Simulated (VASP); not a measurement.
# TaRu (P4/mmm) in VASP: further runs, part 2 of 2

VASP 6.6.1. The steps go on from the part before.

**3. Electric field gradients, LDA (volume scaled by 1.02)**

File INCAR:

```
ALGO = Normal
EDIFF = 1E-8
ENCUT = 520
GGA = CA
ISIF = 2
ISMEAR = -1
LASPH = T
LCHARG = F
LEFG = T
LREAL = F
LWAVE = F
NBANDS = 20
NELM = 60
PREC = Accurate
SIGMA = 0.05
```

File KPOINTS:

```
k-points
0
Gamma
  11 11 10
```

File POSCAR:

```
TaRu
1.0
    3.0732191323      0.0000000000      0.0000000000
    0.0000000000      3.0732191323      0.0000000000
    0.0000000000      0.0000000000      3.4114443627
Ta Ru
1 1
Direct
    0.5000000000      0.5000000000      0.5000000000
    0.0000000000      0.0000000000      0.0000000000
```

Potentials or basis: VASP PAW LDA potentials, release 64 (Ta_pv, Ru_pv).

On the command line:

```sh
cat potpaw_LDA.64/Ta_pv/POTCAR potpaw_LDA.64/Ru_pv/POTCAR > POTCAR
mpirun -np 1 vasp_std > vasp.out
```

OUTCAR:

```text
EDIFF = 1E-8
   ENCUT = 520
   GGA = CA
   ISIF = 2
   ISMEAR = -1
   LASPH = T
   LREAL = F
   NELM = 60
   PREC = Accurate

 ion  position               nearest neighbor table
   1  0.500  0.500  0.500-   2 2.76   2 2.76   2 2.76   2 2.76   2 2.76   2 2.76   2 2.76   2 2.76

   2  0.000  0.000  0.000-   1 2.76   1 2.76   1 2.76   1 2.76   1 2.76   1 2.76   1 2.76   1 2.76

  LATTYP: Found a simple tetragonal cell.
 ALAT       =     3.0732191323
 C/A-ratio  =     1.1100556829

  Lattice vectors:

 A1 = (   3.0732191323,   0.0000000000,   0.0000000000)
 A2 = (   0.0000000000,   3.0732191323,   0.0000000000)
 A3 = (   0.0000000000,   0.0000000000,   3.4114443627)

Analysis of symmetry for initial positions (statically):
=====================================================================
 Subroutine PRICEL returns:
 Original cell was already a primitive cell.

 Routine SETGRP: Setting up the symmetry group for a
 simple tetragonal supercell.

 Subroutine GETGRP returns: Found 16 space group operations
 (whereof 16 operations were pure point group operations)
 out of a pool of 16 trial point group operations.

The static configuration has the point symmetry D_4h.

Analysis of symmetry for dynamics (positions and initial velocities):
=====================================================================
 Subroutine PRICEL returns:
 Original cell was already a primitive cell.

 Routine SETGRP: Setting up the symmetry group for a
 simple tetragonal supercell.

 Subroutine GETGRP returns: Found 16 space group operations
 (whereof 16 operations were pure point group operations)
 out of a pool of 16 trial point group operations.

The dynamic configuration has the point symmetry D_4h.

 Subroutine INISYM returns: Found 16 space group operations
 (whereof 16 operations are pure point group operations),
 and found     1 'primitive' translations

----------------------------------------------------------------------------------------

                                     Primitive cell

  volume of cell :      32.2200

  direct lattice vectors                    reciprocal lattice vectors
     3.073219132  0.000000000  0.000000000     0.325391701  0.000000000  0.000000000
     0.000000000  3.073219132  0.000000000     0.000000000  0.325391701  0.000000000
     0.000000000  0.000000000  3.411444363     0.000000000  0.000000000  0.293130971

  length of vectors
     3.073219132  3.073219132  3.411444363     0.325391701  0.325391701  0.293130971

  position of ions in fractional coordinates (direct lattice)
     0.500000000  0.500000000  0.500000000
     0.000000000  0.000000000  0.000000000

  ion indices of the primitive-cell ions
   primitive index   ion index
                 1           1
                 2           2

----------------------------------------------------------------------------------------

[... 72 lines left out ...]
   NSW    =      0    number of steps for IOM
   IBRION =     -1    ionic relax: 0-MD 1-quasi-New 2-CG
   NFREE  =      0    steps in history (QN), initial steepest desc. (CG)
   ISIF   =      2    stress and relaxation
   ISYM   =      2    0-nonsym 1-usesym 2-fastsym
   POTIM  = 0.5000    time-step for ionic-motion
   TEBEG  =    0.0;   TEEND  =   0.0 temperature during run
   PSTRESS=    0.0 pullay stress
   NELECT =      25.0000    total number of electrons
   NUPDOWN=      -1.0000    fix difference up-down
   EMIN   =  10.00;   EMAX   =-10.00  energy-range for DOS
   EFERMI =   0.00;   METHOD = LEGACY
   ISMEAR =    -1;   SIGMA  =   0.05  broadening in eV -4-tet -1-fermi 0-gaus
   EFERMI_NEDOS =   21; number of points for ismear=-14 and -15
   IALGO  =     38    algorithm
   IMIX   =      4    mixing-type and parameters
     AMIX     =   0.40;   BMIX     =  1.00
     AMIX_MAG =   1.60;   BMIX_MAG =  1.00
  volume/ion in A,a.u.               =      16.11       108.72
  Fermi-wavevector in a.u.,A,eV,Ry     =   1.504341  2.842793 30.790567  2.263043
  Thomas-Fermi vector in A             =   2.615334
   LORBIT       =      0    0 simple, 1 ext, 2 COOP (PROOUT), +10 PAW based schemes
   GGA     = CA    functional components
   LHFCALC =     F    Hartree Fock is set to
   AEXX    =    0.0000 exact exchange contribution
   IVDW    =     0    specifies the selected vdW correction
   LEPSILON=     F    determine dielectric tensor
   LRPA    =     F    only Hartree local field effects (RPA)
 non-spin polarized calculation
  energy-cutoff  :      520.00
  volume of cell :       32.22
 maximum number of plane-waves:       882
 NGX is ok and might be reduce to    24
   NGX = 11   NGY = 11   NGZ = 13

 number of electron      25.0000008 magnetization

 Free energy of the ion-electron system (eV)
  ---------------------------------------------------
  ext. energy  EPLUGINS =         0.00000000
  ---------------------------------------------------
  free energy    TOTEN  =       -23.98896646 eV

  energy without entropy =      -23.96902795  energy(sigma->0) =      -23.97899721

 E-fermi :   8.9615     XC(G=0): -13.3770

 val. band max:        8.9563380732   @ k =   0.4545   0.0000   0.5000
 cond. band min:       8.9662350867   @ k =   0.4545   0.0909   0.1000
 fundamental gap:      0.0098970134
 Fermi energy:         8.9615130699

 k-point     1 :       0.0000    0.0000    0.0000
  band No.  band energies     occupation
      1     -33.7446      2.00000
      2     -33.7087      2.00000
      3     -33.7087      2.00000
      4     -25.7515      2.00000
      5     -25.6184      2.00000
      6     -25.6184      2.00000
[... 541 lines left out ...]
     19      17.9308      0.00000
     20      19.1870      0.00000

 [... further k-points ...]

------------------------ aborting loop because EDIFF is reached ----------------------------------------

  FORCE on cell =-STRESS in cart. coord.  units (eV):
  Direction    XX          YY          ZZ          XY          YZ          ZX
  --------------------------------------------------------------------------------------
  -------------------------------------------------------------------------------------
  Total       -2.9453333     -2.9453333     -2.6732916      0.0000000      0.0000000     -0.0000000
  in kB     -146.4602171   -146.4602171   -132.9326218      0.0000000      0.0000000     -0.0000000
  external PRESSURE =    -141.9510187 kB  Pullay stress =       0.0000000 kB

 VOLUME and BASIS-vectors are now :
 -----------------------------------------------------------------------------
  energy-cutoff  :      520.00
  volume of cell :       32.22
      direct lattice vectors                 reciprocal lattice vectors
     3.073219132  0.000000000  0.000000000     0.325391701  0.000000000  0.000000000
     0.000000000  3.073219132  0.000000000     0.000000000  0.325391701  0.000000000
     0.000000000  0.000000000  3.411444363     0.000000000  0.000000000  0.293130971

 POSITION                                       TOTAL-FORCE (eV/Angst)
 -----------------------------------------------------------------------------------
      1.53661      1.53661      1.70572         0.000000      0.000000      0.000000
      0.00000      0.00000      0.00000         0.000000      0.000000      0.000000
 -----------------------------------------------------------------------------------
    total drift:                                0.000000      0.000000     -0.000000

  FREE ENERGIE OF THE ION-ELECTRON SYSTEM (eV)
  ---------------------------------------------------
  free  energy   TOTEN  =       -23.9889664587 eV

  energy  without entropy=      -23.9690279521  energy(sigma->0) =      -23.97899721

 Electric field gradients (V/A^2)
---------------------------------------------------------------------
 ion       V_xx      V_yy      V_zz      V_xy      V_xz      V_yz
---------------------------------------------------------------------
   1      -6.924    -6.924    13.849     0.000     0.000    -0.000
   2     -11.005   -11.005    22.010    -0.000    -0.000     0.000
---------------------------------------------------------------------

 Electric field gradients after diagonalization (V/A^2)
 (convention: |V_zz| > |V_xx| > |V_yy|)
----------------------------------------------------------------------
 ion       V_xx      V_yy      V_zz     asymmetry (V_yy - V_xx)/ V_zz
----------------------------------------------------------------------
   1      -6.924    -6.924    13.849       0.000
   2     -11.005   -11.005    22.010       0.000
----------------------------------------------------------------------

           NMR quadrupolar parameters

 Cq : quadrupolar parameter    Cq=e*Q*V_zz/h
 eta: asymmetry parameters     (V_yy - V_xx)/ V_zz
 Q  : nuclear electric quadrupole moment in mb (millibarn)
----------------------------------------------------------------------
 ion       Cq(MHz)       eta       Q (mb)
----------------------------------------------------------------------
   1       0.033       0.000       1.000
   2       0.053       0.000       1.000
----------------------------------------------------------------------
```

OSZICAR:

```text
N       E                     dE             d eps       ncg     rms          rms(c)
DAV:   1     0.228224145357E+03    0.22822E+03   -0.14171E+04  5040   0.128E+03
DAV:   2    -0.196590205953E+02   -0.24788E+03   -0.24246E+03  5480   0.396E+02
DAV:   3    -0.252543773432E+02   -0.55954E+01   -0.55479E+01  5968   0.613E+01
DAV:   4    -0.252966098523E+02   -0.42233E-01   -0.42163E-01  6076   0.538E+00
DAV:   5    -0.252972737866E+02   -0.66393E-03   -0.66291E-03  6132   0.604E-01    0.171E+01
DAV:   6    -0.242250746940E+02    0.10722E+01   -0.15114E+00  5728   0.108E+01    0.681E+00
DAV:   7    -0.240402855290E+02    0.18479E+00   -0.86238E-01  5708   0.572E+00    0.190E+00
DAV:   8    -0.239947097669E+02    0.45576E-01   -0.28740E-01  5780   0.298E+00    0.628E-01
DAV:   9    -0.239892685071E+02    0.54413E-02   -0.83963E-03  5916   0.811E-01    0.195E-01
DAV:  10    -0.239889635680E+02    0.30494E-03   -0.32336E-04  6568   0.156E-01    0.460E-02
DAV:  11    -0.239889670073E+02   -0.34393E-05   -0.15696E-05  6004   0.287E-02    0.140E-02
DAV:  12    -0.239889665459E+02    0.46145E-06   -0.49258E-06  5892   0.121E-02    0.535E-03
DAV:  13    -0.239889664611E+02    0.84726E-07   -0.17113E-07  6076   0.381E-03    0.445E-04
DAV:  14    -0.239889664587E+02    0.24729E-08   -0.54374E-09  3908   0.505E-04
   1 F= -.23988966E+02 E0= -.23978997E+02  d E =-.199385E-01
```

stdout:

```text
POSCAR found type information on POSCAR TaRu
 POSCAR found :  2 types and       2 ions
 scaLAPACK will be used
 LDA part: xc-table for (Slater(with rela. corr.)+CA(PZ))
 , standard interpolation
 POSCAR, INCAR and KPOINTS ok, starting setup
 FFT: planning ... GRIDC
 FFT: planning ... GRID_SOFT
 FFT: planning ... GRID
 WAVECAR not read
 entering main loop
ion   1

ion   2
```

Run time: 25 s. Hardware: 1 thread of Intel Xeon 6975P-C (Granite Rapids), shared host; peak memory 0.18 GiB.

What came out:

* Free energy: -23.9890 eV
* Pressure: -14.2 GPa

Levels at points of the mesh, in eV from the Fermi level:
```
           k point  band 9  band 10  band 11  band 12  band 13  band 14  band 15  band 16
(0.00, 0.00, 0.00)   -5.47    -2.29    -2.29    -1.46     0.42     1.73     4.18     4.30
(0.00, 0.00, 0.50)   -3.77    -2.44    -1.75    -1.75    -0.79     0.05     0.77     0.77
```

Electric field gradients, principal values (V/Å²):
| atom | least | middle | greatest (by size) |
| --- | --- | --- | --- |
| 1 Ta | -6.924 | -6.924 | 13.849 |
| 2 Ru | -11.005 | -11.005 | 22.010 |

Caveat: without QUAD_EFG the Cq values of the log hold for a quadrupole moment of 1 mb, not for the nuclei; spin-orbit coupling is left out, which moves the levels of the heavy elements.
